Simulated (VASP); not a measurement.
# Zr (P6_3/mmc) in VASP: notebook

The runs below take Zr through electric field gradients, with PBEsol.

Program: VASP 6.6.1. These are calculated values, not measurements. Logs are shortened: lines on timing, memory, paths and dates and some standing lists are left out, and cuts for length are marked.

## Step 1: The cell of the first run

Symmetry: P6_3/mmc, No. 194, hexagonal system. Conventional cell: a = 3.285 Å, b = 3.285 Å, c = 5.231 Å, α = 90.00°, β = 90.00°, γ = 120.00°. Zr (site symmetry -6m2) has 12 Zr at 3.23 to 3.28 Å within 4.3 Å.

## Step 2: Electric field gradients, PBEsol (24.44 Å³/atom)

Contents of INCAR:

```
PREC = Accurate ; ENCUT = 520
EDIFF = 1E-8 ; ISMEAR = -1
SIGMA = 0.08 ; LREAL = F
LASPH = T ; NELM = 80
ALGO = Normal ; ISIF = 2
LWAVE = F ; LCHARG = F
GGA = PS ; LEFG = T
NBANDS = 19
```

Contents of KPOINTS:

```
Automatic mesh
0
Gamma
  13 13 7
```

Contents of POSCAR:

```
Zr
1.0
    3.2849912186      0.0000000000      0.0000000000
   -1.6424956092      2.8448858464      0.0000000000
    0.0000000000      0.0000000000      5.2313920485
Zr
2
Direct
    0.3333333333      0.6666666667      0.2500000000
    0.6666666667      0.3333333333      0.7500000000
```

Potentials or basis: VASP PAW PBE potentials, release 64 (Zr_sv).

On the command line:

```
$ cat potpaw_PBE.64/Zr_sv/POTCAR > POTCAR
$ mpirun -np 1 vasp_std > vasp.out
```

OUTCAR:

```text
PREC = Accurate
   ENCUT = 520
   EDIFF = 1E-8
   ISMEAR = -1
   LREAL = F
   LASPH = T
   NELM = 80
   ISIF = 2
   GGA = PS

 ion  position               nearest neighbor table
   1  0.333  0.667  0.250-   2 3.23   2 3.23   2 3.23   2 3.23   2 3.23   2 3.23
   2  0.667  0.333  0.750-   1 3.23   1 3.23   1 3.23   1 3.23   1 3.23   1 3.23

  LATTYP: Found a hexagonal cell.
 ALAT       =     3.2849912186
 C/A-ratio  =     1.5925132521

  Lattice vectors:

 A1 = (   3.2849912186,   0.0000000000,   0.0000000000)
 A2 = (  -1.6424956092,   2.8448858464,   0.0000000000)
 A3 = (   0.0000000000,   0.0000000000,   5.2313920485)

Analysis of symmetry for initial positions (statically):
=====================================================================
 Subroutine PRICEL returns:
 Original cell was already a primitive cell.

 Routine SETGRP: Setting up the symmetry group for a
 hexagonal supercell.

 Subroutine GETGRP returns: Found 24 space group operations
 (whereof 12 operations were pure point group operations)
 out of a pool of 24 trial point group operations.

The static configuration has the point symmetry D_3d.
 The point group associated with its full space group is D_6h.

Analysis of symmetry for dynamics (positions and initial velocities):
=====================================================================
 Subroutine PRICEL returns:
 Original cell was already a primitive cell.

 Routine SETGRP: Setting up the symmetry group for a
 hexagonal supercell.

 Subroutine GETGRP returns: Found 24 space group operations
 (whereof 12 operations were pure point group operations)
 out of a pool of 24 trial point group operations.

The dynamic configuration has the point symmetry D_3d.
 The point group associated with its full space group is D_6h.

 Subroutine INISYM returns: Found 24 space group operations
 (whereof 12 operations are pure point group operations),
 and found     1 'primitive' translations

----------------------------------------------------------------------------------------

                                     Primitive cell

  volume of cell :      48.8896

  direct lattice vectors                    reciprocal lattice vectors
     3.284991219  0.000000000  0.000000000     0.304414817  0.175753976  0.000000000
[... 124 lines left out ...]

 Free energy of the ion-electron system (eV)
  ---------------------------------------------------
  ext. energy  EPLUGINS =         0.00000000
  ---------------------------------------------------
  free energy    TOTEN  =       -18.09154756 eV

  energy without entropy =      -18.04479343  energy(sigma->0) =      -18.06817050

 E-fermi :   8.3236     XC(G=0): -10.9809

 val. band max:        8.3222055294   @ k =   0.3077   0.3077   0.2857
 cond. band min:       8.3243425540   @ k =   0.3077   0.3077   0.4286
 fundamental gap:      0.0021370246
 Fermi energy:         8.3236143845

 k-point     1 :       0.0000    0.0000    0.0000
  band No.  band energies     occupation
      1     -40.4998      2.00000
      2     -40.3726      2.00000
      3     -18.9686      2.00000
      4     -18.2181      2.00000
      5     -18.2181      2.00000
      6     -18.0991      2.00000
[... 505 lines left out ...]
      6     -18.2526      2.00000
[... 11 lines left out ...]
     18      10.5204      0.00000
     19      12.8364      0.00000

 [... further k-points ...]

------------------------ aborting loop because EDIFF is reached ----------------------------------------

  FORCE on cell =-STRESS in cart. coord.  units (eV):
  Direction    XX          YY          ZZ          XY          YZ          ZX
  --------------------------------------------------------------------------------------
  -------------------------------------------------------------------------------------
  Total       -2.2238538     -2.2238538     -2.1324680     -0.0000000     -0.0000000      0.0000000
  in kB      -72.8786798    -72.8786798    -69.8838441     -0.0000000     -0.0000000      0.0000000
  external PRESSURE =     -71.8804013 kB  Pullay stress =       0.0000000 kB

 VOLUME and BASIS-vectors are now :
 -----------------------------------------------------------------------------
  energy-cutoff  :      520.00
  volume of cell :       48.89
      direct lattice vectors                 reciprocal lattice vectors
     3.284991219  0.000000000  0.000000000     0.304414817  0.175753976  0.000000000
    -1.642495609  2.844885846  0.000000000     0.000000000  0.351507953  0.000000000
     0.000000000  0.000000000  5.231392049     0.000000000  0.000000000  0.191153710

 POSITION                                       TOTAL-FORCE (eV/Angst)
 -----------------------------------------------------------------------------------
     -0.00000      1.89659      1.30785         0.000000     -0.000000      0.000000
      1.64250      0.94830      3.92354        -0.000000      0.000000      0.000000
 -----------------------------------------------------------------------------------
    total drift:                               -0.000000      0.000000     -0.000000

  FREE ENERGIE OF THE ION-ELECTRON SYSTEM (eV)
  ---------------------------------------------------
  free  energy   TOTEN  =       -18.0915475635 eV

  energy  without entropy=      -18.0447934317  energy(sigma->0) =      -18.06817050

 Electric field gradients (V/A^2)
---------------------------------------------------------------------
 ion       V_xx      V_yy      V_zz      V_xy      V_xz      V_yz
---------------------------------------------------------------------
   1     -18.597   -18.597    37.195     0.000     0.000    -0.000
   2     -18.597   -18.597    37.195     0.000    -0.000     0.000
---------------------------------------------------------------------

 Electric field gradients after diagonalization (V/A^2)
 (convention: |V_zz| > |V_xx| > |V_yy|)
----------------------------------------------------------------------
 ion       V_xx      V_yy      V_zz     asymmetry (V_yy - V_xx)/ V_zz
----------------------------------------------------------------------
   1     -18.597   -18.597    37.195       0.000
   2     -18.597   -18.597    37.195       0.000
----------------------------------------------------------------------

           NMR quadrupolar parameters

 Cq : quadrupolar parameter    Cq=e*Q*V_zz/h
 eta: asymmetry parameters     (V_yy - V_xx)/ V_zz
 Q  : nuclear electric quadrupole moment in mb (millibarn)
----------------------------------------------------------------------
 ion       Cq(MHz)       eta       Q (mb)
----------------------------------------------------------------------
   1       0.090       0.000       1.000
   2       0.090       0.000       1.000
----------------------------------------------------------------------
```

Wall time 74 s (1 thread of Intel Xeon 8259CL, shared host); peak memory 0.2 GiB.

What came out:

```yaml
Free_energy: -18.0915 eV
Pressure: -7.2 GPa
Band_gap_on_the_k_mesh: zero (bands 12 and 13 overlap by 1.10 eV)
Largest_electric_field_gradient_by_atom: Zr +37.2 V/Å²
```

Electric field gradients, principal values (V/Å²):
| atom | least | middle | greatest (by size) |
| --- | --- | --- | --- |
| 1 Zr | -18.597 | -18.597 | 37.195 |
| 2 Zr | -18.597 | -18.597 | 37.195 |

Caveat: the cell stands under tension; without QUAD_EFG the Cq values of the log hold for a quadrupole moment of 1 mb, not for the nuclei; the PAW data sets were made with another functional, which shifts forces and pressure a little.

[end of part 1 of 2]
